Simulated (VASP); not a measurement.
A run of VASP 6.6.1 is set up as follows.

The input POSCAR:

```
BaTe
1.0
    4.2448181594      0.0000000000      0.0000000000
    0.0000000000      4.2448181594      0.0000000000
    0.0000000000      0.0000000000      4.2448181594
Ba Te
1 1
Direct
    0.0000000000      0.0000000000      0.0000000000
    0.5000000000      0.5000000000      0.5000000000
```

Contents of INCAR.step1:

```
ALGO = Normal
EDIFF = 1E-8
ENCUT = 500
GGA = PE
ISMEAR = 0
LASPH = T
LCHARG = F
LREAL = F
LWAVE = T
NELM = 60
PREC = Accurate
SIGMA = 0.01
```

Contents of INCAR.step2:

```
ALGO = Exact
EDIFF = 1E-8
ENCUT = 500
GGA = PE
ISMEAR = 0
ISTART = 1
LASPH = T
LCHARG = F
LOPTICS = T
LREAL = F
LWAVE = T
NBANDS = 132
NELM = 1
PREC = Accurate
SIGMA = 0.01
```

INCAR.step3

```
ALGO = EVGW0
EDIFF = 1E-8
ENCUT = 500
ENCUTGW = 80.0
GGA = PE
ISMEAR = 0
ISTART = 1
LASPH = T
LCHARG = F
LREAL = F
LWAVE = F
NBANDS = 132
NBANDSGW = 16
NELMGW = 1
NOMEGA = 96
OMEGAMAX = 20
PREC = Accurate
PRECFOCK = Fast
SIGMA = 0.01
```

KPOINTS

```
k-points
0
Gamma
  4 4 4
```

Potentials or basis: VASP PAW PBE potentials, release 64 (Ba_sv_GW, Te_GW).

Command:

```sh
$ cat potpaw_PBE.64/Ba_sv_GW/POTCAR potpaw_PBE.64/Te_GW/POTCAR > POTCAR
$ cp INCAR.step1 INCAR
$ mpirun -np 1 vasp_std > vasp.out
$ cp INCAR.step2 INCAR
$ mpirun -np 1 vasp_std > vasp.out
$ cp INCAR.step3 INCAR
$ mpirun -np 1 vasp_std > vasp.out
```

(1) What does it give for the quasiparticle gap?

(2) Estimate the least direct quasiparticle gap.

(3) Predict the least direct gap of the starting levels on the mesh.

(4) Predict the band gap of the starting levels on the mesh.

Results:

(1) 1.51 eV.

(2) 1.72 eV.

(3) 1.05 eV.

(4) 0.84 eV.

Caveat: the k points lie up to 0.37 Å⁻¹ apart; bands, screening cutoff and mesh are small and nothing is extrapolated, so the quasiparticle values aren't converged; the structure was generated, so it needn't be the stable form of BaTe; spin-orbit coupling is left out, which moves the levels of the heavy elements.
